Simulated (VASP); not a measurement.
Wanted: the native input for a VASP 6.6.1 run.

```
Task                   : electric field gradients
Functional             : PBE
Potentials or basis    : VASP PAW PBE potentials, release 64 (Ta_pv, S)
Cutoff                 : 400 eV
k mesh                 : 9 × 9 × 5
Occupations            : fermi-dirac, width 0.03 eV
Spin                   : no spin polarisation
Dipole correction      : no
Further INCAR settings : ALGO = Normal; EDIFF = 1e-08; NBANDS = 18
```

The structure of TaS2 lies in POSCAR:

```
TaS2
1.0
    3.2495020570      0.0000000000      0.0000000000
   -1.6247510285      2.8141513310      0.0000000000
    0.0000000000      0.0000000000      5.8600000000
Ta S
1 2
Direct
    0.0000000000      0.0000000000      0.0000000000
    0.3333333333      0.6666666667      0.2500000000
    0.6666666667      0.3333333333      0.7500000000
```

This cell differs from its parent crystal: equal xx and yy strain of -3 %.

The input as run:

INCAR

```
SYSTEM = TaS2
ALGO = Normal
EDIFF = 1E-8
ENCUT = 400
GGA = PE
GGA_COMPAT = .False.
ISIF = 2
ISMEAR = -1
LASPH = .True.
LCHARG = .False.
LEFG = .True.
LREAL = .False.
LWAVE = .False.
NBANDS = 18
NELM = 120
PREC = Accurate
SIGMA = 0.03
```

KPOINTS

```
k-points
0
Gamma
  9 9 5
  0 0 0
```

Potentials or basis: VASP PAW PBE potentials, release 64 (Ta_pv, S).

Launch:

```bash
$ cat potpaw_PBE.64/Ta_pv/POTCAR potpaw_PBE.64/S/POTCAR > POTCAR
$ mpirun -np 1 vasp_std > vasp.out
```

It gave:

| Property | Result |
| --- | --- |
| Pressure | 20.1 GPa |
| Largest force | 2.208 eV/Å |

Caveat: the cell differs from its parent crystal (equal xx and yy strain of -3 %); without QUAD_EFG the Cq values of the log hold for a quadrupole moment of 1 mb, not for the nuclei; this functional lacks dispersion, which binds the layers, so the pressure and a relaxed spacing across them are unreliable; forces of over 1 eV/Å act on the atoms, so gaps and moduli don't describe the material at rest.

It took 80 s on 1 thread of AMD EPYC 7R43 64-Core Processor (Zen 3), on a shared host, peak memory 0.14 GiB.
